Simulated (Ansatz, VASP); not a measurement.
**Two plane-wave programs on ZrB**

INCAR

```
PREC = Accurate
ENCUT = 520
EDIFF = 1E-6
ISMEAR = 0
SIGMA = 0.15
LREAL = False
LASPH = True
NELM = 100
ALGO = Normal
ISIF = 2
LWAVE = False
LCHARG = False
GGA = PE
NBANDS = 14
```

File KPOINTS:

```
regular mesh
0
Gamma
  18 18 18
```

File POSCAR:

```
ZrB
1.0
    0.0087187500      2.3250000000      2.3250000000
    2.3337187500      0.0000000000      2.3337187500
    2.3250000000      2.3250000000      0.0087187500
Zr B
1 1
Direct
    0.0000000000      0.0000000000      0.0000000000
    0.5000000000      0.5000000000      0.5000000000
```

Input for Ansatz:

```yaml
crystal:
  lattice:
    - [0.00871875, 2.325, 2.325]
    - [2.33371875, 0.0, 2.33371875]
    - [2.325, 2.325, 0.00871875]
  atoms:
    - { symbol: Zr, position: [0.0, 0.0, 0.0] }
    - { symbol: B, position: [0.5, 0.5, 0.5] }
basis:
  ecutwfc: 420
kpoints:
  mp_grid: { grid: [18, 18, 18] }
hamiltonian:
  xc: pbe
scf:
  occupations: { method: gaussian, width: 0.15 }
output:
  forces: true
  stress: true
  eigenvalues: true
```

Change from the starting cell: strain +0.0075 x Voigt [0, 0, 0, 0, 1, 0], atoms carried along.

Alike in both runs: task single point; functional PBE; k mesh 18 × 18 × 18; occupations gaussian, width 0.15 eV; no spin polarisation.

|  | VASP | Ansatz |
| --- | --- | --- |
| version | VASP 6.6.1 | Ansatz 0.2.0 |
| potentials or method | VASP PAW PBE potentials, release 64 (Zr_sv, B), cutoff 520 eV | scalar-relativistic, plane waves, PAW |
| valence electrons in the cell | 15 | 15 |

|  | VASP | Ansatz | Ansatz less VASP |
| --- | --- | --- | --- |
| gap on the k mesh at the Fermi level (eV) | none | none | - |
| pressure (GPa) | 35.0 | 34.8 | -0.17 |
| traceless stress, the component that is largest in VASP (GPa) | -0.43 | -0.44 | -0.002 |

A gap of «none» marks a metal or a gap that the smearing closes. Both programs put the cell under a high pressure, so it lies far from rest at this level.
